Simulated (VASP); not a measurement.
A run of VASP 6.6.1 is set up as follows.

File INCAR:

```
PREC     = Accurate       # precision mode
ENCUT    = 520            # plane-wave cutoff, eV
EDIFF    = 1E-6           # SCF threshold, eV
ISMEAR   = 0              # smearing method
SIGMA    = 0.05           # smearing width, eV
LREAL    = F              # projectors in reciprocal space
LASPH    = T              # aspherical terms in the spheres
NELM     = 100            # most SCF steps
ALGO     = Normal         # electronic algorithm
ISIF     = 2              # what is computed and relaxed
LWAVE    = F              # write WAVECAR
LCHARG   = F              # write CHGCAR
GGA      = PS             # functional
NBANDS   = 14             # bands
```

The input KPOINTS:

```
Automatic mesh
0
Gamma
  8 8 8
```

POSCAR

```
NaF
1.0
    0.0000000000      2.3929990000      2.2536010000
    2.3929990000      0.0000000000      2.2536010000
    2.3929990000      2.3929990000      0.0000000000
Na F
1 1
Direct
    0.0000000000      0.0000000000      0.0000000000
    0.5000000000      0.5000000000      0.5000000000
```

Potentials or basis: VASP PAW PBE potentials, release 64 (Na_pv, F).

Command:

```bash
$ cat potpaw_PBE.64/Na_pv/POTCAR potpaw_PBE.64/F/POTCAR > POTCAR
$ mpirun -np 1 vasp_std > vasp.out
```

Task: What does it give for the band gap on the k mesh?

Result: 5.97 eV.

Task: Estimate the pressure.

Result: -1.5 GPa.

Stress tensor (GPa, compression positive):
```
-2.97  0.00  0.00
 0.00 -2.97  0.00
 0.00  0.00  1.55
```

Caveat: the cell differs from its parent crystal (strain +0.030 along x and y, -0.030 along z); the PAW data sets were made with another functional, which shifts forces and pressure a little.
